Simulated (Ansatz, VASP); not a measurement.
# Two plane-wave programs on SrO

Contents of POSCAR:

```
SrO
1.0
   -0.0925803946      2.7695076575      2.7695076575
    2.7695076575     -0.0925803946      2.7695076575
    2.7695076575      2.7695076575     -0.0925803946
Sr O
1 1
Direct
   -0.0029480459     -0.0029480459     -0.0029480459
    0.2529480459      0.2529480459      0.2529480459
```

File INCAR.step1:

```
SYSTEM = SrO
PREC     = Accurate       ! precision mode
ENCUT    = 520            ! plane-wave cutoff, eV
EDIFF    = 1E-5           ! SCF threshold, eV
ISMEAR   = 0              ! smearing method
SIGMA    = 0.01           ! smearing width, eV
LREAL    = .FALSE.        ! projectors in reciprocal space
LASPH    = .TRUE.         ! aspherical terms in the spheres
NELM     = 60             ! most SCF steps
ALGO     = Normal         ! electronic algorithm
ISIF     = 2              ! what is computed and relaxed
LWAVE    = .TRUE.         ! write WAVECAR
LCHARG   = .FALSE.        ! write CHGCAR
GGA      = PE             ! functional
NBANDS   = 15             ! bands
```

Contents of INCAR.step2:

```
SYSTEM = SrO
PREC     = Accurate       ! precision mode
ENCUT    = 520            ! plane-wave cutoff, eV
EDIFF    = 1E-7           ! SCF threshold, eV
ISMEAR   = 0              ! smearing method
SIGMA    = 0.01           ! smearing width, eV
LREAL    = .FALSE.        ! projectors in reciprocal space
LASPH    = .TRUE.         ! aspherical terms in the spheres
NELM     = 60             ! most SCF steps
ALGO     = Normal         ! electronic algorithm
ISIF     = 2              ! what is computed and relaxed
LWAVE    = .FALSE.        ! write WAVECAR
LCHARG   = .FALSE.        ! write CHGCAR
GGA      = PE             ! functional
LHFCALC  = .TRUE.         ! exact exchange
HFSCREEN = 0.2079         ! screening, 1/A
PRECFOCK = Normal       
ISTART   = 1            
NBANDS   = 15             ! bands
```

The input KPOINTS:

```
regular mesh
0
G
  6 6 6
  0 0 0
```

Input for Ansatz:

```yaml
crystal:
  lattice:
    - [-0.0925803946, 2.7695076575, 2.7695076575]
    - [2.7695076575, -0.0925803946, 2.7695076575]
    - [2.7695076575, 2.7695076575, -0.0925803946]
  atoms:
    - { symbol: Sr, position: [-0.0029480459, -0.0029480459, -0.0029480459] }
    - { symbol: O, position: [0.2529480459, 0.2529480459, 0.2529480459] }
kpoints:
  mp_grid: { grid: [6, 6, 6] }
  band_path:
    path:
      - [0.0, 0.0, 0.0]
      - [-0.5, -0.5, 0.0]
      - [-0.375, -0.375, 0.25]
      - [-0.375, 0.0, 0.375]
      - [0.0, 0.0, 0.5]
      - [-0.5, -0.25, 0.25]
    npoints: 1
hamiltonian:
  xc: hse06
scf:
  occupations: { method: fixed }
  n_extra_bands: 4
output:
  forces: true
  stress: true
  eigenvalues: true
```

Change from the starting cell: epitaxial_111 strain +2.5%.

Alike in both runs: task single point; functional HSE06; k mesh 6 × 6 × 6; no spin polarisation.

|  | VASP | Ansatz |
| --- | --- | --- |
| version | VASP 6.6.1 | Ansatz 0.2.0 |
| potentials or method | VASP PAW PBE potentials, release 64 (Sr_sv, O) | plane waves, PAW |
| plane-wave cutoff (eV) | 520 | 420 |
| occupations | gaussian, width 0.01 eV | fixed |
| valence electrons in the cell | 16 | 16 |

```csv
,VASP,Ansatz,Ansatz less VASP
gap on the k mesh at the Fermi level (eV),3.78,3.78,-0.004
pressure (GPa),-1.5,-1.9,-0.42
"traceless stress, the component that is largest in VASP (GPa)",0.87,0.86,-0.010
rms of the force components (eV/Å),0.006,0.012,+0.0056
```

Atom by atom the forces differ by 0.006 eV/Å (rms over components). Ansatz's warnings: stress exchange threshold loose, stress scf threshold loose.
